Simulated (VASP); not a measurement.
# Mg2C in VASP: further runs, part 2 of 2

VASP 6.6.1. The steps go on from the part before.

**4. Single point, PBE**

This run uses another cell than the first one: it holds 6 atoms, not 3.

Input file INCAR:

```
SYSTEM = Mg2C
PREC = Accurate
ENCUT = 520
EDIFF = 1E-6
ISMEAR = 0
SIGMA = 0.1
LREAL = .FALSE.
LASPH = .TRUE.
NELM = 80
ALGO = Normal
ISIF = 2
LWAVE = .FALSE.
LCHARG = .FALSE.
GGA = PE
NBANDS = 17
```

Input file KPOINTS:

```
Automatic mesh
0
G
  4 4 4
  0 0 0
```

Input file POSCAR:

```
Mg2C
1.0
    5.4934456491     -2.2007556874      0.0000000000
    5.4934456491      2.2007556874      0.0000000000
    0.0000000000      0.0000000000      3.7041229141
Mg C
4 2
Direct
    0.8727458989      0.3727582711      0.2500000000
    0.6272417289      0.1272541011      0.2500000000
    0.3727582711      0.8727458989      0.7500000000
    0.1272541011      0.6272417289      0.7500000000
    0.7500289356      0.2499710644      0.7500000000
    0.2499710644      0.7500289356      0.2500000000
```

Potentials or basis: VASP PAW PBE potentials, release 64 (Mg, C).

Run with:

```
$ cat potpaw_PBE.64/Mg/POTCAR potpaw_PBE.64/C/POTCAR > POTCAR
$ mpirun -np 1 vasp_std > vasp.out
```

OUTCAR:

```text
SYSTEM = Mg2C
   PREC = Accurate
   ENCUT = 520
   EDIFF = 1E-6
   ISMEAR = 0
   LREAL = .FALSE.
   LASPH = .TRUE.
   NELM = 80
   ISIF = 2
   GGA = PE

 ion  position               nearest neighbor table
   1  0.873  0.373  0.250-   5 2.29   5 2.29   6 2.58   6 2.58   2 2.70   3 2.88   3 2.88   3 2.88
                             3 2.88   4 3.35   4 3.35   2 3.56   2 3.56
   2  0.627  0.127  0.250-   5 2.29   5 2.29   6 2.58   6 2.58   1 2.70   4 2.88   4 2.88   4 2.88
                             4 2.88   3 3.35   3 3.35   1 3.56   1 3.56
   3  0.373  0.873  0.750-   6 2.29   6 2.29   5 2.58   5 2.58   4 2.70   1 2.88   1 2.88   1 2.88
                             1 2.88   2 3.35   2 3.35   4 3.56   4 3.56
   4  0.127  0.627  0.750-   6 2.29   6 2.29   5 2.58   5 2.58   3 2.70   2 2.88   2 2.88   2 2.88
                             2 2.88   1 3.35   1 3.35   3 3.56   3 3.56
   5  0.750  0.250  0.750-   1 2.29   2 2.29   1 2.29   2 2.29   3 2.58   4 2.58   3 2.58   4 2.58

   6  0.250  0.750  0.250-   3 2.29   4 2.29   3 2.29   4 2.29   1 2.58   2 2.58   2 2.58   1 2.58

  LATTYP: Found a base centered orthorhombic cell.
 ALAT       =     4.4015113748
 B/A-ratio  =     2.4961633318
 C/A-ratio  =     0.8415570468

[... 193 lines left out ...]

 k-point     1 :       0.0000    0.0000    0.0000
  band No.  band energies     occupation
      1      -8.0458      2.00000
      2      -4.1713      2.00000
      3      -0.7580      2.00000
      4      -0.4530      2.00000
      5      -0.0745      2.00000
      6       1.1976      2.00000
[... 397 lines left out ...]
      4      -0.1957      2.00000
      5       1.2775      2.00000
      6       1.2775      2.00000
[... 9 lines left out ...]
     16      10.0115      0.00000
     17      10.0830      0.00000

------------------------ aborting loop because EDIFF is reached ----------------------------------------

  FORCE on cell =-STRESS in cart. coord.  units (eV):
  Direction    XX          YY          ZZ          XY          YZ          ZX
  --------------------------------------------------------------------------------------
  -------------------------------------------------------------------------------------
  Total       -0.1002851     -0.0191721     -0.1058125      0.0000000      0.0000000      0.0000000
  in kB       -1.7939695     -0.3429639     -1.8928462      0.0000000      0.0000000      0.0000000
  external PRESSURE =      -1.3432599 kB  Pullay stress =       0.0000000 kB

 VOLUME and BASIS-vectors are now :
 -----------------------------------------------------------------------------
  energy-cutoff  :      520.00
  volume of cell :       89.56
      direct lattice vectors                 reciprocal lattice vectors
     5.493445649 -2.200755687  0.000000000     0.091017557 -0.227194687  0.000000000
     5.493445649  2.200755687  0.000000000     0.091017557  0.227194687  0.000000000
     0.000000000  0.000000000  3.704122914     0.000000000  0.000000000  0.269969443

 POSITION                                       TOTAL-FORCE (eV/Angst)
 -----------------------------------------------------------------------------------
      6.84211     -1.10035      0.92603        -0.009803     -0.000280      0.000000
      4.14478     -1.10035      0.92603         0.009803     -0.000280      0.000000
      6.84211      1.10035      2.77809        -0.009803      0.000280      0.000000
      4.14478      1.10035      2.77809         0.009803      0.000280      0.000000
      5.49345     -1.10051      2.77809         0.000000      0.000827     -0.000000
      5.49345      1.10051      0.92603         0.000000     -0.000827      0.000000
 -----------------------------------------------------------------------------------
    total drift:                                0.000000      0.000000     -0.000000

  FREE ENERGIE OF THE ION-ELECTRON SYSTEM (eV)
  ---------------------------------------------------
  free  energy   TOTEN  =       -19.9566858064 eV

  energy  without entropy=      -19.9437332665  energy(sigma->0) =      -19.95020954
```

OSZICAR:

```text
N       E                     dE             d eps       ncg     rms          rms(c)
DAV:   1     0.312052715849E+02    0.31205E+02   -0.56887E+03   714   0.750E+02
DAV:   2    -0.197993499017E+02   -0.51005E+02   -0.44618E+02   926   0.124E+02
DAV:   3    -0.247807253631E+02   -0.49814E+01   -0.47307E+01   934   0.345E+01
DAV:   4    -0.248467321401E+02   -0.66007E-01   -0.65940E-01   875   0.474E+00
DAV:   5    -0.248475876362E+02   -0.85550E-03   -0.85536E-03   979   0.520E-01    0.106E+01
DAV:   6    -0.209989576768E+02    0.38486E+01   -0.18108E+01   919   0.200E+01    0.543E+00
DAV:   7    -0.200277323122E+02    0.97123E+00   -0.26760E+00   841   0.823E+00    0.265E+00
DAV:   8    -0.199873518318E+02    0.40380E-01   -0.39625E-01   786   0.307E+00    0.149E+00
DAV:   9    -0.199592984701E+02    0.28053E-01   -0.61378E-02   904   0.150E+00    0.323E-01
DAV:  10    -0.199575503657E+02    0.17481E-02   -0.22275E-03   879   0.279E-01    0.248E-01
DAV:  11    -0.199567017295E+02    0.84864E-03   -0.41271E-03   819   0.295E-01    0.284E-02
DAV:  12    -0.199566890781E+02    0.12651E-04   -0.12187E-04   832   0.646E-02    0.168E-02
DAV:  13    -0.199566853832E+02    0.36949E-05   -0.23880E-05   848   0.230E-02    0.321E-03
DAV:  14    -0.199566858064E+02   -0.42322E-06   -0.74643E-07   407   0.500E-03
   1 F= -.19956686E+02 E0= -.19950210E+02  d E =-.129525E-01
```

stdout:

```text
POSCAR found type information on POSCAR MgC
 POSCAR found :  2 types and       6 ions
 scaLAPACK will be used
 LDA part: xc-table for (Slater+PW92), standard interpolation
 POSCAR, INCAR and KPOINTS ok, starting setup
 FFT: planning ... GRIDC
 FFT: planning ... GRID_SOFT
 FFT: planning ... GRID
 WAVECAR not read
 entering main loop
```

It took 84 s on 1 thread of Oxide Virtual Turin-like, shared host; peak memory 0.21 GiB.

Results:

| Property | Result |
| --- | --- |
| Free energy | -19.9567 eV |
| Pressure | -0.1 GPa |
| Largest force | 0.010 eV/Å |
| Band gap on the k mesh | zero (bands 8 and 9 overlap by 2.13 eV) |

Forces in eV/Å, atoms in the order of the input:
```
Mg  -0.010  0.000  0.000
Mg   0.010  0.000  0.000
Mg  -0.010  0.000  0.000
Mg   0.010  0.000  0.000
C    0.000  0.001  0.000
C    0.000 -0.001  0.000
```

Stress tensor (GPa, compression positive):
```
-0.18  0.00  0.00
 0.00 -0.03  0.00
 0.00  0.00 -0.19
```

Caveat: the k points lie up to 0.42 Å⁻¹ apart, too coarse for converged energies and pressures of a metal.

**5. Summary**

| cell | k mesh | gap on the mesh (eV) | pressure (GPa) |
| --- | --- | --- | --- |
| a = 5.890, b = 5.758, c = 2.902 Å, angles 78.1, 73.1, 28.8°, 3 atoms, atomic positions A | 16 × 16 × 16 | none | -0.2 |
| a = 5.919, b = 5.750, c = 2.933 Å, angles 78.7, 72.3, 29.1°, 3 atoms, atomic positions B | 6 × 6 × 6 | none | 0.0 |
| a = 5.918, b = 5.918, c = 3.704 Å, angles 90.0, 90.0, 43.7°, 6 atoms, atomic positions C | 4 × 4 × 4 | none | -0.1 |

Alike in all rows: task single point; level PBE; potentials or basis VASP PAW PBE potentials, release 64 (Mg, C); no spin polarisation; cutoff (eV) 520; smearing gaussian 0.1 eV.

Caveats: some runs use coarse meshes.

Total energies depend on the potentials used, so only differences within one code and one set of settings carry meaning.
